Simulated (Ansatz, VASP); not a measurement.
# One calculation of MgS, two programs

Contents of INCAR:

```
SYSTEM = MgS
  PREC = Accurate
  ENCUT = 600
  EDIFF = 1E-6
  ISMEAR = 0
  SIGMA = 0.1
  LREAL = .FALSE.
  LASPH = .TRUE.
  NELM = 120
  ALGO = Normal
  ISIF = 2
  LWAVE = .FALSE.
  LCHARG = .TRUE.
  GGA = PS
  LELF = .TRUE.
  LVHAR = .TRUE.
  NBANDS = 11
  GGA_COMPAT = .FALSE.
```

KPOINTS

```
Automatic mesh
0
G
  6 6 6
  0 0 0
```

Contents of POSCAR:

```
MgS
1.0
    0.0000000000      2.8331200500      2.8331200500
    2.8331200500      0.0000000000      2.8331200500
    2.8331200500      2.8331200500      0.0000000000
Mg S
1 1
Direct
    0.0000000000      0.0000000000      0.0000000000
    0.2500000000      0.2500000000      0.2500000000
```

Input for Ansatz:

```yaml
crystal:
  lattice:
    - [0.0, 2.83312005, 2.83312005]
    - [2.83312005, 0.0, 2.83312005]
    - [2.83312005, 2.83312005, 0.0]
  atoms:
    - { symbol: Mg, position: [0.0, 0.0, 0.0] }
    - { symbol: S, position: [0.25, 0.25, 0.25] }
basis:
  ecutwfc: 420
kpoints:
  mp_grid: { grid: [6, 6, 6] }
hamiltonian:
  xc: pbesol
  pseudopotentials: { kind: paw }
scf:
  occupations: { method: gaussian, width: 0.1 }
output:
  forces: true
  stress: true
  eigenvalues: true
```

Alike in both runs: task single point; functional PBEsol; k mesh 6 × 6 × 6; occupations gaussian, width 0.1 eV; no spin polarisation.

|  | VASP | Ansatz |
| --- | --- | --- |
| version | VASP 6.6.1 | Ansatz 0.2.0 |
| potentials or method | VASP PAW PBE potentials, release 64 (Mg, S), cutoff 600 eV | scalar-relativistic, plane waves, PAW |
| valence electrons in the cell | 8 | 16 |

```tsv
	VASP	Ansatz	Ansatz less VASP
gap on the k mesh at the Fermi level (eV)	3.28	3.28	-0.002
least direct gap on the mesh (eV)	3.28	3.28	-0.002
pressure (GPa)	-0.5	-0.4	+0.08
```

VASP's potentials were made for PBE, not for PBEsol. The functional is the same, so the differences come from potentials, cutoffs and numerics. VASP's potentials hold 8 valence electrons a cell and Ansatz's 16, so a difference there can come from the potentials and not from the codes.
